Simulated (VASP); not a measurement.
# AgCl in VASP: settings compared

Aim: see how the results for AgCl move with the level of theory and the settings. Levels: PBE+D4, PBE, PBE+U, revPBE. Tasks: single point.

Program: VASP 6.6.1. These are calculated values, not measurements. Logs are shortened: lines on timing, memory, paths and dates and some standing lists are left out, and cuts for length are marked.

## Step 1: The cell of the first run

It takes space group Pm-3m (No. 221, cubic). The conventional cell has a = 3.434 Å, b = 3.434 Å, c = 3.434 Å, α = 90.00°, β = 90.00°, γ = 90.00°. Ag (site symmetry m-3m) has 8 Cl at 2.97 Å and 6 Ag at 3.43 Å within 3.9 Å. Within 3.9 Å of Cl (site symmetry m-3m) lie 8 Ag at 2.97 Å and 6 Cl at 3.43 Å.

## Step 2: Single point, PBE+D4

File INCAR:

```
  PREC = Accurate
  ENCUT = 500
  EDIFF = 1E-6
  ISMEAR = -4
  SIGMA = 0.1
  LREAL = F
  LASPH = T
  NELM = 120
  ALGO = Normal
  ISIF = 2
  LWAVE = F
  LCHARG = F
  GGA = PE
  IVDW = 13
  NBANDS = 16
  GGA_COMPAT = F
```

File KPOINTS:

```
Automatic mesh
0
Gamma
  4 4 4
```

File POSCAR:

```
AgCl
1.0
    3.4339730000      0.0000000000      0.0000000000
    0.0000000000      3.4339730000      0.0000000000
    0.0000000000      0.0000000000      3.4339730000
Ag Cl
1 1
Direct
    0.0000000000      0.0000000000      0.0000000000
    0.5000000000      0.5000000000      0.5000000000
```

Potentials or basis: VASP PAW PBE potentials, release 64 (Ag, Cl).

Command:

```bash
cat potpaw_PBE.64/Ag/POTCAR potpaw_PBE.64/Cl/POTCAR > POTCAR
mpirun -np 1 vasp_std > vasp.out
```

OUTCAR:

```text
PREC = Accurate
   ENCUT = 500
   EDIFF = 1E-6
   ISMEAR = -4
   LREAL = F
   LASPH = T
   NELM = 120
   ISIF = 2
   GGA = PE
   IVDW = 13

 ion  position               nearest neighbor table
   1  0.000  0.000  0.000-   2 2.97   2 2.97   2 2.97   2 2.97   2 2.97   2 2.97   2 2.97   2 2.97

   2  0.500  0.500  0.500-   1 2.97   1 2.97   1 2.97   1 2.97   1 2.97   1 2.97   1 2.97   1 2.97

  LATTYP: Found a simple cubic cell.
 ALAT       =     3.4339730000

  Lattice vectors:

 A1 = (   3.4339730000,   0.0000000000,   0.0000000000)
 A2 = (   0.0000000000,   3.4339730000,   0.0000000000)
 A3 = (   0.0000000000,   0.0000000000,   3.4339730000)

Analysis of symmetry for initial positions (statically):
=====================================================================
 Subroutine PRICEL returns:
 Original cell was already a primitive cell.

 Routine SETGRP: Setting up the symmetry group for a
 simple cubic supercell.

 Subroutine GETGRP returns: Found 48 space group operations
 (whereof 48 operations were pure point group operations)
 out of a pool of 48 trial point group operations.

The static configuration has the point symmetry O_h .

Analysis of symmetry for dynamics (positions and initial velocities):
=====================================================================
 Subroutine PRICEL returns:
 Original cell was already a primitive cell.

 Routine SETGRP: Setting up the symmetry group for a
 simple cubic supercell.

 Subroutine GETGRP returns: Found 48 space group operations
 (whereof 48 operations were pure point group operations)
 out of a pool of 48 trial point group operations.

The dynamic configuration has the point symmetry O_h .

 Subroutine INISYM returns: Found 48 space group operations
 (whereof 48 operations are pure point group operations),
 and found     1 'primitive' translations

----------------------------------------------------------------------------------------

                                     Primitive cell

  volume of cell :      40.4940

  direct lattice vectors                    reciprocal lattice vectors
     3.433973000  0.000000000  0.000000000     0.291207881  0.000000000  0.000000000
     0.000000000  3.433973000  0.000000000     0.000000000  0.291207881  0.000000000
     0.000000000  0.000000000  3.433973000     0.000000000  0.000000000  0.291207881

  length of vectors
     3.433973000  3.433973000  3.433973000     0.291207881  0.291207881  0.291207881

  position of ions in fractional coordinates (direct lattice)
     0.000000000  0.000000000  0.000000000
     0.500000000  0.500000000  0.500000000

  ion indices of the primitive-cell ions
   primitive index   ion index
                 1           1
                 2           2

----------------------------------------------------------------------------------------

 KPOINTS: Automatic mesh

Automatic generation of k-mesh.
 Grid dimensions read from file:
 generate k-points for:    4    4    4

 Generating k-lattice:

  Cartesian coordinates                     Fractional coordinates (reciprocal lattice)
     0.072801970  0.000000000  0.000000000     0.250000000  0.000000000  0.000000000
     0.000000000  0.072801970  0.000000000     0.000000000  0.250000000  0.000000000
     0.000000000  0.000000000  0.072801970     0.000000000  0.000000000  0.250000000

  Length of vectors
     0.072801970  0.072801970  0.072801970

  Shift w.r.t. Gamma in fractional coordinates (k-lattice)
     0.000000000  0.000000000  0.000000000

 TETIRR: Found     30 inequivalent tetrahedra from      384

 Subroutine IBZKPT returns following result:
 ===========================================

 Found     10 irreducible k-points:

 Following reciprocal coordinates:
            Coordinates               Weight
  0.000000  0.000000  0.000000      1.000000
  0.250000  0.000000  0.000000      6.000000
  0.500000  0.000000  0.000000      3.000000
  0.250000  0.250000  0.000000     12.000000
  0.500000  0.250000  0.000000     12.000000
  0.500000  0.500000  0.000000      3.000000
  0.250000  0.250000  0.250000      8.000000
  0.500000  0.250000  0.250000     12.000000
  0.500000  0.500000  0.250000      6.000000
  0.500000  0.500000  0.500000      1.000000
   k-points           NKPTS =     10   k-points in BZ     NKDIM =     10   number of bands    NBANDS=     16
   number of dos      NEDOS =    301   number of ions     NIONS =      2
   total plane-waves  NPLWV =  21952
   dimension x,y,z NGX =    28 NGY =   28 NGZ =   28
   dimension x,y,z NGXF=    56 NGYF=   56 NGZF=   56
   ions per type =               1   1
   NGX,Y,Z   is equivalent  to a cutoff of  13.56, 13.56, 13.56 a.u.
   NGXF,Y,Z  is equivalent  to a cutoff of  27.11, 27.11, 27.11 a.u.
 SYSTEM =  unknown system
   PREC   = accura    normal or accurate (medium, high low for compatibility)
   ISTART =      0    job   : 0-new  1-cont  2-samecut
   ICHARG =      2    charge: 1-file 2-atom 10-const
   ISPIN  =      1    spin polarized calculation?
   LNONCOLLINEAR =      F non collinear calculations
   LSORBIT =      F    spin-orbit coupling
   LASPH  =      T    aspherical Exc in radial PAW
   ENCUT  =  500.0 eV  36.75 Ry    6.06 a.u.   6.26  6.26  6.26*2*pi/ulx,y,z
   NELM   =    120;   NELMIN=  2; NELMDL= -5     # of ELM steps
   EDIFF  = 0.1E-05   stopping-criterion for ELM
   LREAL  =      F    real-space projection
   EDIFFG = 0.1E-04   stopping-criterion for IOM
   NSW    =      0    number of steps for IOM
   IBRION =     -1    ionic relax: 0-MD 1-quasi-New 2-CG
   NFREE  =      0    steps in history (QN), initial steepest desc. (CG)
   ISIF   =      2    stress and relaxation
   ISYM   =      2    0-nonsym 1-usesym 2-fastsym
   POTIM  = 0.5000    time-step for ionic-motion
   TEBEG  =    0.0;   TEEND  =   0.0 temperature during run
   PSTRESS=    0.0 pullay stress
   NELECT =      18.0000    total number of electrons
   NUPDOWN=      -1.0000    fix difference up-down
   EMIN   =  10.00;   EMAX   =-10.00  energy-range for DOS
   EFERMI =   0.00;   METHOD = LEGACY
   ISMEAR =    -4;   SIGMA  =   0.10  broadening in eV -4-tet -1-fermi 0-gaus
   EFERMI_NEDOS =   21; number of points for ismear=-14 and -15
   IALGO  =     38    algorithm
   IMIX   =      4    mixing-type and parameters
     AMIX     =   0.40;   BMIX     =  1.00
     AMIX_MAG =   1.60;   BMIX_MAG =  1.00
  volume/ion in A,a.u.               =      20.25       136.63
  Fermi-wavevector in a.u.,A,eV,Ry     =   1.249402  2.361027 21.238760  1.561005
  Thomas-Fermi vector in A             =   2.383444
   LORBIT       =      0    0 simple, 1 ext, 2 COOP (PROOUT), +10 PAW based schemes
   GGA     = PE    functional components
   LHFCALC =     F    Hartree Fock is set to
   AEXX    =    0.0000 exact exchange contribution
   IVDW    =    13    specifies the selected vdW correction
   LEPSILON=     F    determine dielectric tensor
   LRPA    =     F    only Hartree local field effects (RPA)
 non-spin polarized calculation
 Fermi weights with tetrahedron method witout Bloechl corrections
  energy-cutoff  :      500.00
  volume of cell :       40.49
 maximum number of plane-waves:      1064
 NGX is ok and might be reduce to    28
   NGX = 13   NGY = 13   NGZ = 13

 number of electron      18.0000002 magnetization

 Free energy of the ion-electron system (eV)
  ---------------------------------------------------
  ext. energy  EPLUGINS =         0.00000000
  ---------------------------------------------------
  free energy    TOTEN  =        -5.09572188 eV

  energy without entropy =       -5.09572188  energy(sigma->0) =       -5.09572188

 E-fermi :   3.9443     XC(G=0): -10.3805

 val. band max:        3.8999516353   @ k =   0.5000   0.0000   0.0000
 cond. band min:       4.4618103458   @ k =   0.0000   0.0000   0.0000
 fundamental gap:      0.5618587105
 Fermi energy:         3.9442807664

 k-point     1 :       0.0000    0.0000    0.0000
  band No.  band energies     occupation
      1     -10.6583      2.00000
      2       1.1636      2.00000
      3       1.1636      2.00000
      4       2.1008      2.00000
      5       2.1008      2.00000
      6       2.1008      2.00000
[... 8 lines left out ...]
     15      17.5471      0.00000
     16      20.2928      0.00000

 k-point     2 :       0.2500    0.0000    0.0000
  band No.  band energies     occupation
      1     -10.4380      2.00000
      2       0.0440      2.00000
      3       1.2348      2.00000
      4       1.3687      2.00000
      5       1.3687      2.00000
      6       2.0205      2.00000
[... 8 lines left out ...]
     15      17.6845      0.00000
     16      20.0888      0.00000

 k-point     3 :       0.5000    0.0000    0.0000
  band No.  band energies     occupation
      1     -10.1931      2.00000
      2      -1.1039      2.00000
      3       1.0412      2.00000
      4       1.0412      2.00000
      5       1.3078      2.00000
      6       2.1508      2.00000
[... 8 lines left out ...]
     15      19.6531      0.00000
     16      19.8894      0.00000

 k-point     4 :       0.2500    0.2500    0.0000
  band No.  band energies     occupation
      1     -10.2517      2.00000
      2       0.0872      2.00000
      3       0.7424      2.00000
      4       1.4132      2.00000
      5       1.4919      2.00000
      6       1.9586      2.00000
[... 8 lines left out ...]
     15      18.4544      0.00000
     16      18.5609      0.00000

 k-point     5 :       0.5000    0.2500    0.0000
  band No.  band energies     occupation
      1     -10.0484      2.00000
      2      -0.5342      2.00000
      3       0.7516      2.00000
      4       1.3479      2.00000
      5       1.4764      2.00000
      6       1.9782      2.00000
[... 8 lines left out ...]
     15      18.4827      0.00000
     16      20.6062      0.00000

 k-point     6 :       0.5000    0.5000    0.0000
  band No.  band energies     occupation
      1      -9.8936      2.00000
      2       0.3377      2.00000
      3       0.3377      2.00000
      4       1.3994      2.00000
      5       1.7901      2.00000
      6       1.8163      2.00000
[... 8 lines left out ...]
     15      17.6277      0.00000
     16      19.1409      0.00000

 k-point     7 :       0.2500    0.2500    0.2500
  band No.  band energies     occupation
      1     -10.0781      2.00000
      2       0.4854      2.00000
      3       0.4854      2.00000
      4       0.6796      2.00000
      5       1.7695      2.00000
      6       1.7695      2.00000
[... 8 lines left out ...]
     15      16.3206      0.00000
     16      20.5474      0.00000

 k-point     8 :       0.5000    0.2500    0.2500
  band No.  band energies     occupation
      1      -9.8897      2.00000
      2      -0.2920      2.00000
      3       0.2719      2.00000
      4       1.2802      2.00000
      5       1.7614      2.00000
      6       1.9538      2.00000
[... 8 lines left out ...]
     15      17.3562      0.00000
     16      19.4150      0.00000

 k-point     9 :       0.5000    0.5000    0.2500
  band No.  band energies     occupation
      1      -9.7184      2.00000
      2      -0.1179      2.00000
      3      -0.1179      2.00000
      4       0.5066      2.00000
      5       1.8868      2.00000
      6       2.4047      2.00000
[... 8 lines left out ...]
     15      19.8285      0.00000
     16      19.8285      0.00000

 k-point    10 :       0.5000    0.5000    0.5000
  band No.  band energies     occupation
      1      -9.5274      2.00000
      2      -0.4017      2.00000
      3      -0.4017      2.00000
      4      -0.4017      2.00000
      5       2.4136      2.00000
      6       2.4136      2.00000
[... 8 lines left out ...]
     15      21.3328      0.00000
     16      21.3328      0.00000

------------------------ aborting loop because EDIFF is reached ----------------------------------------

  DFT-D4 for vdW energy calculation

  Edisp (eV):   -0.70834

  FORCE on cell =-STRESS in cart. coord.  units (eV):
  Direction    XX          YY          ZZ          XY          YZ          ZX
  --------------------------------------------------------------------------------------
  -------------------------------------------------------------------------------------
  Total      -0.63864    -0.63864    -0.63864    -0.00000     0.00000    -0.00000
  in kB     -25.26816   -25.26816   -25.26816    -0.00000     0.00000    -0.00000
  external pressure =      -25.27 kB  Pullay stress =        0.00 kB

 VOLUME and BASIS-vectors are now :
 -----------------------------------------------------------------------------
  energy-cutoff  :      500.00
  volume of cell :       40.49
      direct lattice vectors                 reciprocal lattice vectors
     3.433973000  0.000000000  0.000000000     0.291207881  0.000000000  0.000000000
     0.000000000  3.433973000  0.000000000     0.000000000  0.291207881  0.000000000
     0.000000000  0.000000000  3.433973000     0.000000000  0.000000000  0.291207881

 POSITION                                       TOTAL-FORCE (eV/Angst)
 -----------------------------------------------------------------------------------
      0.00000      0.00000      0.00000         0.000000      0.000000      0.000000
      1.71699      1.71699      1.71699         0.000000      0.000000      0.000000
 -----------------------------------------------------------------------------------
    total drift:                               -0.000000      0.000000      0.000000

  FREE ENERGIE OF THE ION-ELECTRON SYSTEM (eV)
  ---------------------------------------------------
  free  energy   TOTEN  =        -5.8040637827 eV

  energy  without entropy=       -5.8040637827  energy(sigma->0) =       -5.80406378
```

Run time: 9.2 s. Hardware: 1 thread of Intel Xeon Platinum 8488C (Sapphire Rapids), shared host; peak memory 0.15 GiB.

What came out:

* Free energy: -5.8041 eV
* Pressure: -2.5 GPa
* Band gap on the k mesh: 0.56 eV, indirect (least direct gap 2.05 eV)
* Dispersion energy per atom: -0.354 eV

Caveat: the k points lie up to 0.46 Å⁻¹ apart. As with any semilocal functional, this PBE gap is likely too small.

(Continued in part 2 of 2.)
